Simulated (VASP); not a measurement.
# Mg2Ge3N (P-3m1) in VASP: notebook

Runs on Mg2Ge3N. Level: PBE. Tasks: single point, relaxation of cell and atoms.

All numbers are computed with VASP 6.6.1; they aren't measurements. Logs are shortened: lines on timing, memory, paths and dates and some standing lists are left out, and cuts for length are marked.

## 1. The cell of the first run

The structure is trigonal, space group P-3m1 (No. 164). The conventional cell has a = 3.274 Å, b = 3.274 Å, c = 9.008 Å, α = 90.00°, β = 90.00°, γ = 120.00°. Mg (site symmetry 3m) has 6 Ge at 2.25 to 2.28 Å within 3.0 Å. Within 3.0 Å of Ge (site symmetry 3m) lie 3 Mg at 2.25 Å and 3 N at 2.76 Å. Within 3.0 Å of Ge (site symmetry -3m) lie 6 Mg at 2.28 Å. Within 3.8 Å of N (site symmetry -3m) lie 6 Ge at 2.76 Å and 6 N at 3.27 Å and 6 Mg at 3.74 Å.

The cell was generated, and may not be a known phase.

## 2. Single point, PBE

INCAR reads:

```
SYSTEM = Mg2Ge3N
PREC = Accurate ; ENCUT = 520
EDIFF = 1E-7 ; ISMEAR = 0
SIGMA = 0.1 ; LREAL = .FALSE.
LASPH = .TRUE. ; NELM = 100
ALGO = Normal ; ISIF = 2
LWAVE = .FALSE. ; LCHARG = .FALSE.
GGA = PE ; NBANDS = 34
```

KPOINTS reads:

```
regular mesh
0
G
  6 6 2
  0 0 0
```

POSCAR reads:

```
Mg2Ge3N
1.0
    3.2737456200      0.0000000000      0.0000000000
   -1.6368728100      2.8351468700      0.0000000000
    0.0000000000      0.0000000000      9.0075133700
Mg Ge N
2 3 1
Direct
    0.6666666700      0.3333333300      0.3583869900
    0.3333333300      0.6666666700      0.6416130100
    0.6666666700      0.3333333300      0.7769010100
    0.3333333300      0.6666666700      0.2230989900
    0.0000000000      0.0000000000      0.5000000000
    0.0000000000      0.0000000000      0.0000000000
```

Potentials or basis: VASP PAW PBE potentials, release 64 (Mg, Ge_d, N).

Launch:

```console
$ cat potpaw_PBE.64/Mg/POTCAR potpaw_PBE.64/Ge_d/POTCAR potpaw_PBE.64/N/POTCAR > POTCAR
$ mpirun -np 1 vasp_std > vasp.out
```

OUTCAR:

```text
SYSTEM = Mg2Ge3N
   PREC = Accurate
   ENCUT = 520
   EDIFF = 1E-7
   ISMEAR = 0
   LREAL = .FALSE.
   LASPH = .TRUE.
   NELM = 100
   ISIF = 2
   GGA = PE

 ion  position               nearest neighbor table
   1  0.667  0.333  0.358-   4 2.25   4 2.25   4 2.25   5 2.28   5 2.28   5 2.28   2 3.18   2 3.18
                             2 3.18
   2  0.333  0.667  0.642-   3 2.25   3 2.25   3 2.25   5 2.28   5 2.28   5 2.28   1 3.18   1 3.18
                             1 3.18
   3  0.667  0.333  0.777-   2 2.25   2 2.25   2 2.25
   4  0.333  0.667  0.223-   1 2.25   1 2.25   1 2.25
   5  0.000  0.000  0.500-   1 2.28   2 2.28   2 2.28   1 2.28   1 2.28   2 2.28
   6  0.000  0.000  0.000-

  LATTYP: Found a hexagonal cell.
 ALAT       =     3.2737456200
 C/A-ratio  =     2.7514396094

  Lattice vectors:

 A1 = (   3.2737456200,   0.0000000000,   0.0000000000)
 A2 = (  -1.6368728100,   2.8351468700,   0.0000000000)
 A3 = (   0.0000000000,   0.0000000000,   9.0075133700)

Analysis of symmetry for initial positions (statically):
=====================================================================
 Subroutine PRICEL returns:
 Original cell was already a primitive cell.

 Routine SETGRP: Setting up the symmetry group for a
 hexagonal supercell.

 Subroutine GETGRP returns: Found 12 space group operations
 (whereof 12 operations were pure point group operations)
 out of a pool of 24 trial point group operations.

The static configuration has the point symmetry D_3d.

Analysis of symmetry for dynamics (positions and initial velocities):
=====================================================================
 Subroutine PRICEL returns:
 Original cell was already a primitive cell.

 Routine SETGRP: Setting up the symmetry group for a
 hexagonal supercell.

 Subroutine GETGRP returns: Found 12 space group operations
 (whereof 12 operations were pure point group operations)
 out of a pool of 24 trial point group operations.

The dynamic configuration has the point symmetry D_3d.

 Subroutine INISYM returns: Found 12 space group operations
 (whereof 12 operations are pure point group operations),
 and found     1 'primitive' translations

----------------------------------------------------------------------------------------

                                     Primitive cell

  volume of cell :      83.6037

  direct lattice vectors                    reciprocal lattice vectors
     3.273745620  0.000000000  0.000000000     0.305460508  0.176357707  0.000000000
    -1.636872810  2.835146870  0.000000000     0.000000000  0.352715413  0.000000000
     0.000000000  0.000000000  9.007513370     0.000000000  0.000000000  0.111018431

  length of vectors
     3.273745620  3.273745618  9.007513370     0.352715413  0.352715413  0.111018431

  position of ions in fractional coordinates (direct lattice)
     0.666666670  0.333333330  0.358386990
     0.333333330  0.666666670  0.641613010
     0.666666670  0.333333330  0.776901010
     0.333333330  0.666666670  0.223098990
     0.000000000  0.000000000  0.500000000
     0.000000000  0.000000000  0.000000000

  ion indices of the primitive-cell ions
   primitive index   ion index
                 1           1
                 2           2
                 3           3
                 4           4
                 5           5
                 6           6

----------------------------------------------------------------------------------------

 KPOINTS: regular mesh

Automatic generation of k-mesh.
 Grid dimensions read from file:
 generate k-points for:    6    6    2

 Generating k-lattice:

  Cartesian coordinates                     Fractional coordinates (reciprocal lattice)
     0.050910085  0.029392951  0.000000000     0.166666667 -0.000000000  0.000000000
     0.000000000  0.058785902  0.000000000     0.000000000  0.166666667  0.000000000
     0.000000000  0.000000000  0.055509215     0.000000000  0.000000000  0.500000000

  Length of vectors
     0.058785902  0.058785902  0.055509215

  Shift w.r.t. Gamma in fractional coordinates (k-lattice)
     0.000000000  0.000000000  0.000000000

 Subroutine IBZKPT returns following result:
 ===========================================

 Found     14 irreducible k-points:

 Following reciprocal coordinates:
            Coordinates               Weight
  0.000000  0.000000  0.000000      1.000000
  0.166667 -0.000000  0.000000      6.000000
  0.333333  0.000000  0.000000      6.000000
  0.500000 -0.000000  0.000000      3.000000
  0.166667  0.166667  0.000000      6.000000
  0.333333  0.166667  0.000000     12.000000
  0.333333  0.333333  0.000000      2.000000
  0.000000  0.000000  0.500000      1.000000
  0.166667 -0.000000  0.500000      6.000000
  0.333333  0.000000  0.500000      6.000000
  0.500000 -0.000000  0.500000      3.000000
  0.166667  0.166667  0.500000      6.000000
  0.333333  0.166667  0.500000     12.000000
  0.333333  0.333333  0.500000      2.000000
[... 54 lines left out ...]
   NGX = 13   NGY = 13   NGZ = 33

 number of electron      50.9999955 magnetization

 Free energy of the ion-electron system (eV)
  ---------------------------------------------------
  ext. energy  EPLUGINS =         0.00000000
  ---------------------------------------------------
  free energy    TOTEN  =       -11.50696800 eV

  energy without entropy =      -11.48587672  energy(sigma->0) =      -11.49642236

 E-fermi :   6.3537     XC(G=0): -11.3094

 val. band max:        6.2969927739   @ k =   0.3333   0.0000   0.5000
 cond. band min:       6.3678972241   @ k =   0.5000  -0.0000   0.0000
 fundamental gap:      0.0709044502
 Fermi energy:         6.3536988754

 k-point     1 :       0.0000    0.0000    0.0000
  band No.  band energies     occupation
      1     -18.4189      2.00000
      2     -18.4177      2.00000
      3     -18.4133      2.00000
      4     -18.4133      2.00000
      5     -18.4124      2.00000
      6     -18.4124      2.00000
[... 26 lines left out ...]
     33      14.5439      0.00000
     34      14.5455      0.00000

 k-point     2 :       0.1667   -0.0000    0.0000
  band No.  band energies     occupation
      1     -18.4180      2.00000
      2     -18.4175      2.00000
      3     -18.4122      2.00000
      4     -18.4120      2.00000
      5     -18.4118      2.00000
      6     -18.4109      2.00000
[... 26 lines left out ...]
     33      13.9845      0.00000
     34      15.6646      0.00000

 k-point     3 :       0.3333    0.0000    0.0000
  band No.  band energies     occupation
      1     -18.4271      2.00000
      2     -18.4255      2.00000
      3     -18.4116      2.00000
      4     -18.4101      2.00000
      5     -18.4078      2.00000
      6     -18.4049      2.00000
[... 26 lines left out ...]
     33      13.4137      0.00000
     34      13.9948      0.00000

 k-point     4 :       0.5000   -0.0000    0.0000
  band No.  band energies     occupation
      1     -18.4323      2.00000
      2     -18.4294      2.00000
      3     -18.4119      2.00000
      4     -18.4102      2.00000
      5     -18.4086      2.00000
      6     -18.4044      2.00000
[... 26 lines left out ...]
     33      12.8572      0.00000
     34      13.5630      0.00000

 k-point     5 :       0.1667    0.1667    0.0000
  band No.  band energies     occupation
      1     -18.4225      2.00000
      2     -18.4212      2.00000
      3     -18.4133      2.00000
      4     -18.4122      2.00000
      5     -18.4055      2.00000
      6     -18.4038      2.00000
[... 251 lines left out ...]
 k-point    12 :       0.1667    0.1667    0.5000
  band No.  band energies     occupation
      1     -18.4221      2.00000
      2     -18.4217      2.00000
      3     -18.4130      2.00000
      4     -18.4125      2.00000
      5     -18.4058      2.00000
      6     -18.4035      2.00000
[... 26 lines left out ...]
     33      13.8436      0.00000
     34      14.7151      0.00000

 k-point    13 :       0.3333    0.1667    0.5000
  band No.  band energies     occupation
      1     -18.4273      2.00000
      2     -18.4264      2.00000
      3     -18.4149      2.00000
      4     -18.4136      2.00000
      5     -18.4011      2.00000
      6     -18.3983      2.00000
[... 26 lines left out ...]
     33      14.1348      0.00000
     34      14.8354      0.00000

 k-point    14 :       0.3333    0.3333    0.5000
  band No.  band energies     occupation
      1     -18.4232      2.00000
      2     -18.4232      2.00000
      3     -18.4202      2.00000
      4     -18.4199      2.00000
      5     -18.3926      2.00000
      6     -18.3926      2.00000
[... 26 lines left out ...]
     33      13.7014      0.00000
     34      16.6348      0.00000

------------------------ aborting loop because EDIFF is reached ----------------------------------------

  FORCE on cell =-STRESS in cart. coord.  units (eV):
  Direction    XX          YY          ZZ          XY          YZ          ZX
  --------------------------------------------------------------------------------------
  -------------------------------------------------------------------------------------
  Total       30.3112990     30.3112990     19.6970335      0.0000000     -0.0000000      0.0000000
  in kB      580.8844140    580.8844130    377.4730927      0.0000000     -0.0000000      0.0000000
  external PRESSURE =     513.0806399 kB  Pullay stress =       0.0000000 kB

 VOLUME and BASIS-vectors are now :
 -----------------------------------------------------------------------------
  energy-cutoff  :      520.00
  volume of cell :       83.60
      direct lattice vectors                 reciprocal lattice vectors
     3.273745620  0.000000000  0.000000000     0.305460508  0.176357707  0.000000000
    -1.636872810  2.835146870  0.000000000     0.000000000  0.352715413  0.000000000
     0.000000000  0.000000000  9.007513370     0.000000000  0.000000000  0.111018431

 POSITION                                       TOTAL-FORCE (eV/Angst)
 -----------------------------------------------------------------------------------
      1.63687      0.94505      3.22818         0.000000     -0.000000      0.937432
     -0.00000      1.89010      5.77934         0.000000      0.000000     -0.937432
      1.63687      0.94505      6.99795         0.000000      0.000000      8.113391
     -0.00000      1.89010      2.00957        -0.000000     -0.000000     -8.113391
      0.00000      0.00000      4.50376         0.000000      0.000000      0.000000
      0.00000      0.00000      0.00000         0.000000      0.000000      0.000000
 -----------------------------------------------------------------------------------
    total drift:                               -0.000000      0.000000      0.000000

  FREE ENERGIE OF THE ION-ELECTRON SYSTEM (eV)
  ---------------------------------------------------
  free  energy   TOTEN  =       -11.5069679997 eV

  energy  without entropy=      -11.4858767199  energy(sigma->0) =      -11.49642236
```

It took 27 s on 1 thread of AMD EPYC 9R45 (Zen 5), shared host; peak memory 0.17 GiB.

Results:

```
Free energy            : -11.5070 eV
Pressure               : 51.3 GPa
Largest force          : 8.113 eV/Å
Band gap on the k mesh : zero (an odd number of electrons rules out a gap without spin polarisation)
```

Forces in eV/Å, atoms in the order of the input:
```
Mg   0.000  0.000  0.937
Mg   0.000  0.000 -0.937
Ge   0.000  0.000  8.113
Ge   0.000  0.000 -8.113
Ge   0.000  0.000  0.000
N    0.000  0.000  0.000
```

Caveat: the k points lie up to 0.37 Å⁻¹ apart, too coarse for converged energies and pressures of a metal; an odd number of electrons without spin polarisation forces a metal; a magnetic or distorted state may lie lower.

## 3. Single point, PBE

This run uses another cell than the first one, of 17.02 Å³/atom.

INCAR reads:

```
ALGO = Normal
EDIFF = 1E-7
ENCUT = 520
GGA = PE
ISIF = 2
ISMEAR = 0
LASPH = T
LCHARG = F
LREAL = F
LWAVE = F
NBANDS = 34
NELM = 80
PREC = Accurate
SIGMA = 0.1
```

KPOINTS reads:

```
k-points
0
Gamma
  6 6 2
```

POSCAR reads:

```
Mg2Ge3N
1.0
    3.2268857060      0.0000000000      0.0000000000
   -1.6134428530      2.7945649965      0.0000000000
    0.0000000000      0.0000000000     11.3256925500
Mg Ge N
2 3 1
Direct
    0.6666666667      0.3333333333      0.3128399018
    0.3333333333      0.6666666667      0.6871600982
    0.6666666667      0.3333333333      0.8828997635
    0.3333333333      0.6666666667      0.1171002365
    0.0000000000      0.0000000000      0.5000000000
    0.0000000000      0.0000000000      0.0000000000
```

Potentials or basis: VASP PAW PBE potentials, release 64 (Mg, Ge_d, N).

Launch:

```console
$ cat potpaw_PBE.64/Mg/POTCAR potpaw_PBE.64/Ge_d/POTCAR potpaw_PBE.64/N/POTCAR > POTCAR
$ mpirun -np 1 vasp_std > vasp.out
```

Wall time 35 s (1 thread of AMD EPYC 9R45 (Zen 5), shared host); peak memory 0.19 GiB.

It converged, with:

```yaml
Free_energy: -23.1262 eV
Pressure: -0.1 GPa
Largest_force: 0.030 eV/Å
Band_gap_on_the_k_mesh: zero (an odd number of electrons rules out a gap without spin polarisation)
```

Forces on the atoms (eV/Å):
```
Mg   0.000  0.000 -0.004
Mg   0.000  0.000  0.004
Ge   0.000  0.000 -0.030
Ge   0.000  0.000  0.030
Ge   0.000  0.000  0.000
N    0.000  0.000  0.000
```

Stress tensor (GPa, compression positive):
```
-0.11  0.00  0.00
 0.00 -0.11  0.00
 0.00  0.00  0.04
```

Levels at points of the mesh, in eV from the Fermi level:
| k point | band 24 | band 25 | band 26 | band 27 | band 28 | band 29 |
| --- | --- | --- | --- | --- | --- | --- |
| (0.00, 0.00, 0.00) | -2.18 | 1.75 | 2.61 | 4.62 | 4.62 | 5.41 |
| (0.50, 0.00, 0.00) | -2.66 | -2.12 | -0.55 | 0.59 | 1.62 | 2.58 |
| (0.00, 0.00, 0.50) | -0.66 | 0.50 | 4.27 | 4.61 | 4.61 | 5.04 |
| (0.50, 0.00, 0.50) | -3.07 | -1.47 | -0.30 | 0.60 | 1.01 | 2.53 |

Caveat: the k points lie up to 0.37 Å⁻¹ apart, too coarse for converged energies and pressures of a metal; an odd number of electrons without spin polarisation forces a metal; a magnetic or distorted state may lie lower.

## 4. Relaxation of cell and atoms, PBE

INCAR reads:

```
  ALGO = Normal
  EDIFF = 1E-6
  EDIFFG = -0.04
  ENCUT = 600
  GGA = PE
  IBRION = 2
  ISIF = 3
  ISMEAR = 0
  LASPH = T
  LCHARG = F
  LREAL = F
  LWAVE = F
  NELM = 60
  NSW = 90
  PREC = Accurate
  SIGMA = 0.1
```

KPOINTS is that of step 3.

POSCAR reads:

```
Mg2Ge3N
1.0
    3.2737456200      0.0000000000      0.0000000000
   -1.6368728100      2.8351468700      0.0000000000
    0.0000000000      0.0000000000      9.0075133700
Mg Ge N
2 3 1
Direct
    0.6666666700      0.3333333300      0.3583869900
    0.3333333300      0.6666666700      0.6416130100
    0.6666666700      0.3333333300      0.7769010100
    0.3333333300      0.6666666700      0.2230989900
    0.0000000000      0.0000000000      0.5000000000
    0.0000000000      0.0000000000      0.0000000000
```

Launch:

```console
$ cat potpaw_PBE.64/Mg/POTCAR potpaw_PBE.64/Ge_d/POTCAR potpaw_PBE.64/N/POTCAR > POTCAR
$ mpirun -np 1 vasp_std > vasp.out
```

Run time: 14 min. Hardware: 1 thread of AMD EPYC 9R45 (Zen 5), shared host; peak memory 0.23 GiB.

The run converged. Its results:

- Free energy: -23.1058 eV
- Relaxed volume: 16.92 Å³/atom
- Relaxed cell: a = 3.226 Å, b = 3.226 Å, c = 11.263 Å, α = 90.00°, β = 90.00°, γ = 120.00°
- Space group after relaxing (to 0.1 Å): P-3m1 (No. 164)
- Energy gained by relaxing: 1932.7 meV/atom
- Ionic steps: 38
- Pressure after relaxing: 0.2 GPa
- Largest force after relaxing: 0.010 eV/Å
- Band gap on the k mesh: zero (an odd number of electrons rules out a gap without spin polarisation)

Forces on the atoms (eV/Å):
```
Mg   0.000  0.000 -0.008
Mg   0.000  0.000  0.008
Ge   0.000  0.000  0.010
Ge   0.000  0.000 -0.010
Ge   0.000  0.000  0.000
N    0.000  0.000  0.000
```

Stress tensor (GPa, compression positive):
```
0.11 0.00 0.00
0.00 0.11 0.00
0.00 0.00 0.26
```

The path:
| step | energy change (eV) | largest force (eV/Å) | pressure (GPa) | volume (Å³) |
| --- | --- | --- | --- | --- |
| 1 | 0.0000 | 8.1125 | 51.27 | 83.60 |
| 2 | -6.8926 | 1.8572 | -8.69 | 149.74 |
| 3 | -7.2487 | 2.5987 | -3.98 | 128.78 |
| 4 | -7.2552 | 2.5369 | -4.51 | 130.15 |
| 5 | -8.2470 | 2.4921 | -3.82 | 123.17 |
| 6 | -9.6305 | 0.9946 | 6.37 | 102.73 |
| 7 | -10.1817 | 0.3651 | 0.04 | 112.39 |
| 8 | -10.1874 | 0.3255 | -0.44 | 113.40 |
| 9 | -10.2856 | 0.3338 | 0.24 | 112.79 |
| 10 | -10.4772 | 0.6142 | 2.83 | 110.33 |
| 11 | -10.4744 | 1.0833 | 4.30 | 109.01 |
| 12 | -10.5100 | 1.0801 | 3.94 | 109.61 |
| 13 | -10.6071 | 1.1010 | 2.79 | 111.37 |
| 14 | -10.7261 | 1.3278 | 1.13 | 114.60 |
| 15 | -10.5365 | 1.9856 | -0.54 | 119.94 |
| 16 | -10.7276 | 1.5028 | 0.44 | 116.16 |
| 17 | -10.7331 | 1.4258 | 0.65 | 115.57 |
| 18 | -10.7951 | 1.2757 | -0.06 | 116.08 |
| 19 | -10.9219 | 0.7034 | -2.24 | 117.61 |
| 20 | -10.9603 | 0.2338 | -6.01 | 120.70 |
| 21 | -10.9723 | 0.3178 | -4.89 | 119.61 |
| 22 | -11.0274 | 0.3061 | -5.02 | 118.60 |
| 23 | -11.1779 | 0.2434 | -4.66 | 115.61 |
| 24 | -11.3044 | 0.7857 | -3.66 | 109.71 |
| 25 | -11.4075 | 0.5371 | -2.38 | 106.99 |
| 26 | -11.5166 | 0.1454 | 1.02 | 101.60 |
| 27 | -11.5198 | 0.1336 | 1.71 | 100.45 |
| 28 | -11.5626 | 0.1507 | 1.34 | 100.78 |
| 29 | -11.5904 | 0.1494 | 0.48 | 101.30 |
| 30 | -11.5907 | 0.1389 | 0.55 | 101.26 |
| 31 | -11.5936 | 0.0992 | 0.04 | 101.88 |
| 32 | -11.5938 | 0.0839 | -0.29 | 102.12 |
| 33 | -11.5938 | 0.0878 | 0.02 | 102.06 |
| 34 | -11.5938 | 0.0852 | -0.18 | 102.10 |
| 35 | -11.5946 | 0.0692 | -0.27 | 101.99 |
| 36 | -11.5959 | 0.0420 | 0.01 | 101.65 |
| 37 | -11.5959 | 0.0467 | 0.02 | 101.56 |
| 38 | -11.5964 | 0.0102 | 0.16 | 101.54 |

Final structure:
```yaml
crystal:
  lattice:
    - [3.22634, 0.00000, 0.00000]
    - [-1.61317, 2.79409, 0.00000]
    - [0.00000, 0.00000, 11.26344]
  atoms:
    - { symbol: Mg, position: [0.66667, 0.33333, 0.31354] }
    - { symbol: Mg, position: [0.33333, 0.66667, 0.68646] }
    - { symbol: Ge, position: [0.66667, 0.33333, 0.88225] }
    - { symbol: Ge, position: [0.33333, 0.66667, 0.11775] }
    - { symbol: Ge, position: [0.00000, 0.00000, 0.50000] }
    - { symbol: N, position: [0.00000, 0.00000, 0.00000] }
```

Levels at points of the mesh, in eV from the Fermi level:
```tsv
k point	band 22	band 23	band 24	band 25	band 26	band 27	band 28	band 29	band 30
(0.00, 0.00, 0.00)	-2.35	-2.35	-2.12	1.84	2.70	4.63	4.63	5.41	5.41
(0.50, 0.00, 0.00)	-3.66	-3.12	-2.66	-2.11	-0.52	0.62	1.67	2.57	3.10
(0.00, 0.00, 0.50)	-2.35	-2.35	-0.61	0.59	4.40	4.62	4.62	5.12	5.44
(0.50, 0.00, 0.50)	-3.66	-3.38	-3.08	-1.46	-0.28	0.63	1.06	2.52	3.20
```

Caveat: the k points lie up to 0.37 Å⁻¹ apart in the final cell, too coarse for converged energies and pressures of a metal; the volume moved by over 15 % at a fixed basis, so the end points are rough; an odd number of electrons without spin polarisation forces a metal; a magnetic or distorted state may lie lower.

## 5. Overview

| task | cell | cutoff (eV) | gap on the mesh (eV) | pressure (GPa) | largest force (eV/Å) |
| --- | --- | --- | --- | --- | --- |
| single point | a = 3.274, b = 3.274, c = 9.008 Å, angles 90.0, 90.0, 120.0°, 6 atoms, atomic positions A | 520 | none | 51.3 | 8.11 |
| single point | a = 3.227, b = 3.227, c = 11.326 Å, angles 90.0, 90.0, 120.0°, 6 atoms, atomic positions B | 520 | none | -0.1 | 0.03 |
| relaxation of cell and atoms | relaxed from a = 3.274, b = 3.274, c = 9.008 Å, angles 90.0, 90.0, 120.0°, 6 atoms, atomic positions A | 600 | none | 0.2 | 0.01 |

Alike in all rows: level PBE; potentials or basis VASP PAW PBE potentials, release 64 (Mg, Ge_d, N); no spin polarisation; k mesh 6 × 6 × 2; smearing gaussian 0.1 eV.

Caveats: all runs use coarse meshes; an odd number of electrons without spin polarisation forces a metal; a magnetic or distorted state may lie lower; the volume moved by over 15 % at a fixed basis, so the end points are rough (at least some runs).

Total energies depend on the potentials used, so only differences within one code and one set of settings carry meaning.

The gap in the log of VASP goes by the Fermi energy; the results here count the filled bands.